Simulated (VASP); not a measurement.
# Al (P6_3/mmc) in VASP: further runs

Runs on Al. Level: PBE. Tasks: single point.

Everything below comes from runs of VASP 6.6.1. Logs are shortened: lines on timing, memory, paths and dates and some standing lists are left out, and cuts for length are marked.

**1. The cell of the first run**

Symmetry: P6_3/mmc, No. 194, hexagonal system. Conventional cell: a = 3.585 Å, b = 3.585 Å, c = 4.688 Å, α = 90.00°, β = 90.00°, γ = 120.00°. Within 3.1 Å of Al (site symmetry -3m) lie 8 Al at 2.34 to 2.38 Å. Within 3.2 Å of Al (site symmetry -6m2) lie 12 Al at 2.38 to 3.13 Å.

This isn't the form of Al at room conditions, which is fcc.

**2. Single point, PBE (13.04 Å³/atom)**

The input, POSCAR:

```
Al
1.0
    3.5847388344      0.0000000000      0.0000000000
   -1.7923694172      3.1044748965      0.0000000000
    0.0000000000      0.0000000000      4.6882986930
Al
4
Direct
    0.0000000000      0.0000000000      0.0000000000
    0.0000000000      0.0000000000      0.5000000000
    0.3333333333      0.6666666667      0.2500000000
    0.6666666667      0.3333333333      0.7500000000
```

The input, INCAR.step1:

```
  ALGO = Normal
  EDIFF = 1E-6
  ENCUT = 520
  GGA = PE
  ISIF = 2
  ISMEAR = -1
  LASPH = True
  LCHARG = True
  LREAL = False
  LWAVE = False
  NBANDS = 14
  NELM = 80
  PREC = Accurate
  SIGMA = 0.05
```

The input, KPOINTS.step1:

```
k-points
0
Gamma
  10 10 7
```

The input, INCAR.step2:

```
  ALGO = Normal
  EDIFF = 1E-6
  ENCUT = 520
  GGA = PE
  ICHARG = 11
  ISIF = 2
  ISMEAR = -5
  LASPH = True
  LCHARG = False
  LORBIT = 10
  LREAL = False
  LWAVE = False
  NBANDS = 14
  NEDOS = 1001
  NELM = 80
  PREC = Accurate
  SIGMA = 0.05
```

The input, KPOINTS.step2:

```
k-points
0
Gamma
  15 15 11
```

Potentials or basis: VASP PAW PBE potentials, release 64 (Al).

Run with:

```bash
$ cat potpaw_PBE.64/Al/POTCAR > POTCAR
$ cp INCAR.step1 INCAR
$ cp KPOINTS.step1 KPOINTS
$ mpirun -np 1 vasp_std > vasp.out
$ cp INCAR.step2 INCAR
$ cp KPOINTS.step2 KPOINTS
$ mpirun -np 1 vasp_std > vasp.out
```

OUTCAR:

```text
EDIFF = 1E-6
   ENCUT = 520
   GGA = PE
   ICHARG = 11
   ISIF = 2
   ISMEAR = -5
   LASPH = True
   LORBIT = 10
   LREAL = False
   NELM = 80
   PREC = Accurate

 ion  position               nearest neighbor table
   1  0.000  0.000  0.000-   2 2.34   2 2.34   4 2.38   3 2.38   3 2.38   4 2.38   4 2.38   3 2.38

   2  0.000  0.000  0.500-   1 2.34   1 2.34   4 2.38   3 2.38   3 2.38   4 2.38   4 2.38   3 2.38

   3  0.333  0.667  0.250-   1 2.38   2 2.38   1 2.38   2 2.38   1 2.38   2 2.38   4 3.13   4 3.13
                             4 3.13   4 3.13   4 3.13   4 3.13
   4  0.667  0.333  0.750-   1 2.38   2 2.38   1 2.38   2 2.38   1 2.38   2 2.38   3 3.13   3 3.13
                             3 3.13   3 3.13   3 3.13   3 3.13

  LATTYP: Found a hexagonal cell.
 ALAT       =     3.5847388344
 C/A-ratio  =     1.3078494444

  Lattice vectors:

 A1 = (   3.5847388344,   0.0000000000,   0.0000000000)
 A2 = (  -1.7923694172,   3.1044748965,   0.0000000000)
 A3 = (   0.0000000000,   0.0000000000,   4.6882986930)

Analysis of symmetry for initial positions (statically):
=====================================================================
 Subroutine PRICEL returns:
 Original cell was already a primitive cell.

 Routine SETGRP: Setting up the symmetry group for a
 hexagonal supercell.

 Subroutine GETGRP returns: Found 24 space group operations
 (whereof 12 operations were pure point group operations)
 out of a pool of 24 trial point group operations.

The static configuration has the point symmetry D_3d.
 The point group associated with its full space group is D_6h.

Analysis of symmetry for dynamics (positions and initial velocities):
=====================================================================
 Subroutine PRICEL returns:
 Original cell was already a primitive cell.

 Routine SETGRP: Setting up the symmetry group for a
 hexagonal supercell.

 Subroutine GETGRP returns: Found 24 space group operations
 (whereof 12 operations were pure point group operations)
 out of a pool of 24 trial point group operations.

The dynamic configuration has the point symmetry D_3d.
 The point group associated with its full space group is D_6h.

 Subroutine INISYM returns: Found 24 space group operations
 (whereof 12 operations are pure point group operations),
 and found     1 'primitive' translations

----------------------------------------------------------------------------------------

                                     Primitive cell

  volume of cell :      52.1748

  direct lattice vectors                    reciprocal lattice vectors
     3.584738834  0.000000000  0.000000000     0.278960350  0.161057833  0.000000000
    -1.792369417  3.104474897  0.000000000     0.000000000  0.322115666  0.000000000
     0.000000000  0.000000000  4.688298693     0.000000000  0.000000000  0.213296990

  length of vectors
     3.584738834  3.584738834  4.688298693     0.322115666  0.322115666  0.213296990

  position of ions in fractional coordinates (direct lattice)
     0.000000000  0.000000000  0.000000000
     0.000000000  0.000000000  0.500000000
     0.333333333  0.666666667  0.250000000
     0.666666667  0.333333333  0.750000000

  ion indices of the primitive-cell ions
   primitive index   ion index
                 1           1
                 2           2
                 3           3
                 4           4

----------------------------------------------------------------------------------------

 KPOINTS: k-points

Automatic generation of k-mesh.
 Grid dimensions read from file:
 generate k-points for:   15   15   11

 Generating k-lattice:

  Cartesian coordinates                     Fractional coordinates (reciprocal lattice)
     0.018597357  0.010737189  0.000000000     0.066666667  0.000000000  0.000000000
     0.000000000  0.021474378  0.000000000     0.000000000  0.066666667  0.000000000
     0.000000000  0.000000000  0.019390635     0.000000000  0.000000000  0.090909091

  Length of vectors
     0.021474378  0.021474378  0.019390635

  Shift w.r.t. Gamma in fractional coordinates (k-lattice)
     0.000000000  0.000000000  0.000000000

 TETIRR: Found   2408 inequivalent tetrahedra from    14850

 Subroutine IBZKPT returns following result:
 ===========================================

 Found    162 irreducible k-points:

 Following reciprocal coordinates:
            Coordinates               Weight
  0.000000  0.000000  0.000000      1.000000
  0.066667  0.000000  0.000000      6.000000
  0.133333  0.000000  0.000000      6.000000
  0.200000  0.000000  0.000000      6.000000
  0.266667  0.000000  0.000000      6.000000
  0.333333  0.000000  0.000000      6.000000
[... 16 lines left out ...]
  0.333333  0.200000  0.000000     12.000000
  0.400000  0.200000  0.000000      6.000000
 [... further k-points ...]
   k-points           NKPTS =    162   k-points in BZ     NKDIM =    162   number of bands    NBANDS=     14
   number of dos      NEDOS =   1001   number of ions     NIONS =      4
   total plane-waves  NPLWV =  28224
   dimension x,y,z NGX =    28 NGY =   28 NGZ =   36
   dimension x,y,z NGXF=    56 NGYF=   56 NGZF=   72
   ions per type =               4
   NGX,Y,Z   is equivalent  to a cutoff of  12.99, 12.99, 12.77 a.u.
   NGXF,Y,Z  is equivalent  to a cutoff of  25.97, 25.97, 25.53 a.u.
 SYSTEM =  unknown system
   PREC   = accura    normal or accurate (medium, high low for compatibility)
   ISTART =      0    job   : 0-new  1-cont  2-samecut
   ICHARG =     11    charge: 1-file 2-atom 10-const
   ISPIN  =      1    spin polarized calculation?
   LNONCOLLINEAR =      F non collinear calculations
   LSORBIT =      F    spin-orbit coupling
   LASPH  =      T    aspherical Exc in radial PAW
   ENCUT  =  520.0 eV  38.22 Ry    6.18 a.u.   6.67  6.67  8.72*2*pi/ulx,y,z
   NELM   =     80;   NELMIN=  2; NELMDL=  0     # of ELM steps
   EDIFF  = 0.1E-05   stopping-criterion for ELM
   LREAL  =      F    real-space projection
   EDIFFG = 0.1E-04   stopping-criterion for IOM
   NSW    =      0    number of steps for IOM
   IBRION =     -1    ionic relax: 0-MD 1-quasi-New 2-CG
   NFREE  =      0    steps in history (QN), initial steepest desc. (CG)
   ISIF   =      2    stress and relaxation
   ISYM   =      2    0-nonsym 1-usesym 2-fastsym
   POTIM  = 0.5000    time-step for ionic-motion
   TEBEG  =    0.0;   TEEND  =   0.0 temperature during run
   PSTRESS=    0.0 pullay stress
   NELECT =      12.0000    total number of electrons
   NUPDOWN=      -1.0000    fix difference up-down
   EMIN   =  10.00;   EMAX   =-10.00  energy-range for DOS
   EFERMI =   0.00;   METHOD = LEGACY
   ISMEAR =    -5;   SIGMA  =   0.05  broadening in eV -4-tet -1-fermi 0-gaus
   EFERMI_NEDOS =   21; number of points for ismear=-14 and -15
   IALGO  =     38    algorithm
   IMIX   =      4    mixing-type and parameters
     AMIX     =   0.40;   BMIX     =  1.00
     AMIX_MAG =   1.60;   BMIX_MAG =  1.00
  volume/ion in A,a.u.               =      13.04        88.02
  Fermi-wavevector in a.u.,A,eV,Ry     =   1.003032  1.895456 13.688466  1.006074
  Thomas-Fermi vector in A             =   2.135558
   LORBIT       =     10    0 simple, 1 ext, 2 COOP (PROOUT), +10 PAW based schemes
   GGA     = PE    functional components
   LHFCALC =     F    Hartree Fock is set to
   AEXX    =    0.0000 exact exchange contribution
   IVDW    =     0    specifies the selected vdW correction
   LEPSILON=     F    determine dielectric tensor
   LRPA    =     F    only Hartree local field effects (RPA)
 non-spin polarized calculation
 Fermi weights with tetrahedron method with Bloechl corrections
  energy-cutoff  :      520.00
  volume of cell :       52.17
 maximum number of plane-waves:      1439
 NGX is ok and might be reduce to    28

 number of electron      12.0000000 magnetization

 Free energy of the ion-electron system (eV)
  ---------------------------------------------------
  ext. energy  EPLUGINS =         0.00000000
  ---------------------------------------------------
  free energy    TOTEN  =       -10.22162602 eV

  energy without entropy =      -10.22162602  energy(sigma->0) =      -10.22162602

 E-fermi :  10.4511     XC(G=0): -10.9818

 val. band max:       10.5989432122   @ k =   0.0000   0.0000   0.1818
 cond. band min:      10.2659783719   @ k =   0.2000   0.1333   0.2727
 fundamental gap:     -0.3329648403
 Fermi energy:        10.4510551158

 k-point     1 :       0.0000    0.0000    0.0000
  band No.  band energies     occupation
      1      -2.3316      2.00000
      2       3.8989      2.00000
      3       4.3395      2.00000
      4      10.4210      1.99664
      5      10.4210      1.99381
      6      11.7029      0.00000
      7      11.7029      0.00000
      8      13.4754      0.00000
      9      15.7964      0.00000
     10      15.7964      0.00000
     11      16.0102      0.00000
     12      17.0097      0.00000
     13      17.0100      0.00000
     14      17.1976      0.00000

 k-point     2 :       0.0667    0.0000    0.0000
  band No.  band energies     occupation
      1      -2.2647      2.00000
      2       3.9571      2.00000
      3       4.4036      2.00000
      4       9.6554      2.00061
      5      10.0482      2.00126
      6      11.6754      0.00000
      7      12.1578      0.00000
      8      13.9663      0.00000
      9      15.2329      0.00000
     10      15.6678      0.00000
     11      15.9344      0.00000
     12      16.2651      0.00000
     13      16.5538      0.00000
     14      17.5143      0.00000

 k-point     3 :       0.1333    0.0000    0.0000
  band No.  band energies     occupation
      1      -2.0645      2.00000
      2       4.1302      2.00000
      3       4.5959      2.00000
      4       8.3099      2.00000
      5       9.4518      2.00000
      6      11.2845      0.00000
      7      12.9494      0.00000
      8      14.0479      0.00000
      9      14.5493      0.00000
     10      15.1672      0.00000
     11      15.4562      0.00000
     12      15.5514      0.00000
     13      17.3800      0.00000
     14      17.7716      0.00000
[... 324 lines left out ...]
 k-point    23 :       0.3333    0.2000    0.0000
  band No.  band energies     occupation
      1       0.8120      2.00000
      2       2.9452      2.00000
      3       4.8932      2.00000
      4       6.3355      2.00000
      5       7.4070      2.00000
      6       9.3056      2.00000
      7       9.4800      2.00000
      8      11.2449     -0.04811
      9      11.3887      0.00000
     10      13.5104      0.00000
     11      16.9183      0.00000
     12      19.3505      0.00000
     13      19.8136      0.00000
     14      21.1070      0.00000

 k-point    24 :       0.4000    0.2000    0.0000
  band No.  band energies     occupation
      1       1.3447      2.00000
      2       2.3051      2.00000
      3       4.8258      2.00000
      4       6.5293      2.00000
      5       8.0406      2.00000
      6       8.5702      2.00000
      7       9.2157      2.00000
      8      11.1736     -0.15865
      9      11.3030      0.00000
     10      13.4519      0.00000
     11      18.1120      0.00000
     12      18.9331      0.00000
     13      19.3362      0.00000
     14      20.7433      0.00000

 [... further k-points ...]
[... 5 lines left out ...]
  --------------------------------------------------------------------------------------
  -------------------------------------------------------------------------------------
  Total       20.5921725     20.5921725     20.5143956      0.0000000      0.0000000     -0.0000000
  in kB      632.3416720    632.3416720    629.9533118      0.0000000      0.0000000     -0.0000000
  external PRESSURE =     631.5455520 kB  Pullay stress =       0.0000000 kB

 VOLUME and BASIS-vectors are now :
 -----------------------------------------------------------------------------
  energy-cutoff  :      520.00
  volume of cell :       52.17
      direct lattice vectors                 reciprocal lattice vectors
     3.584738834  0.000000000  0.000000000     0.278960350  0.161057833  0.000000000
    -1.792369417  3.104474897  0.000000000     0.000000000  0.322115666  0.000000000
     0.000000000  0.000000000  4.688298693     0.000000000  0.000000000  0.213296990

 POSITION                                       TOTAL-FORCE (eV/Angst)
 -----------------------------------------------------------------------------------
      0.00000      0.00000      0.00000         0.000000      0.000000      0.000000
      0.00000      0.00000      2.34415         0.000000      0.000000      0.000000
     -0.00000      2.06965      1.17207         0.000000      0.000000      0.000000
      1.79237      1.03482      3.51622        -0.000000      0.000000     -0.000000
 -----------------------------------------------------------------------------------
    total drift:                               -0.000000      0.000000     -0.000000

  FREE ENERGIE OF THE ION-ELECTRON SYSTEM (eV)
  ---------------------------------------------------
  free  energy   TOTEN  =       -10.2216260155 eV

  energy  without entropy=      -10.2216260155  energy(sigma->0) =      -10.22162602

 total charge

# of ion       s       p       d       tot
------------------------------------------
    1        0.472   0.575   0.000   1.047
    2        0.472   0.575   0.000   1.047
    3        0.484   0.481   0.000   0.965
    4        0.484   0.481   0.000   0.965
--------------------------------------------------
tot          1.912   2.111   0.000   4.023
```

Wall time 100 s (1 thread of Intel Xeon 8259CL, shared host); peak memory 0.21 GiB.

Results:

| Quantity | Value |
| --- | --- |
| Valence electrons inside the program's atomic spheres | Al 1.05, 0.96 (each value once) |

Levels at points of the mesh, in eV from the Fermi level:
| k point | band 2 | band 3 | band 4 | band 5 | band 6 | band 7 | band 8 | band 9 | band 10 | band 11 |
| --- | --- | --- | --- | --- | --- | --- | --- | --- | --- | --- |
| (0.00, 0.00, 0.00) | -6.55 | -6.11 | -0.03 | -0.03 | 1.25 | 1.25 | 3.02 | 5.35 | 5.35 | 5.56 |

Caveat: tetrahedron occupations give inexact forces and stress in metals.

(Continued in part 2 of 2.)
